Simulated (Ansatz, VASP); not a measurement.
Ru: VASP beside Ansatz

```
Ru
1.0
     2.70235    0.00000    0.00000
    -1.35117    2.34030    0.00000
     0.00000    0.00000    4.45793
Ru
2
Direct
  0.33333 0.66667 0.25000
  0.66667 0.33333 0.75000
```

Change from the starting cell: strain +0.0450 x Voigt [0, 0, 1, 0, 0, 0], atoms carried along.

Alike in both runs: task single point; functional r2SCAN; k mesh 24 × 24 × 14; occupations gaussian, width 0.15 eV; no spin polarisation.

```csv
,VASP,Ansatz
version,VASP 6.6.1,Ansatz 0.2.0
potentials or method,"VASP PAW PBE potentials, release 64 (Ru_pv), cutoff 520 eV","scalar-relativistic, plane waves, PAW"
valence electrons in the cell,28,32
```

Ansatz gave:

```
gap on the k mesh at the Fermi level (eV)                     : none
pressure (GPa)                                                : -13.2
traceless stress, the component that is largest in VASP (GPa) : -12.97
```

Which values does VASP return?

gap on the k mesh at the Fermi level (eV): none; pressure (GPa): -11.9; traceless stress, the component that is largest in VASP (GPa): -12.97.

VASP's potentials were made for PBE, not for r2SCAN. A gap of «none» marks a metal or a gap that the smearing closes. VASP's potentials hold 28 valence electrons a cell and Ansatz's 32, so a difference there can come from the potentials and not from the codes.
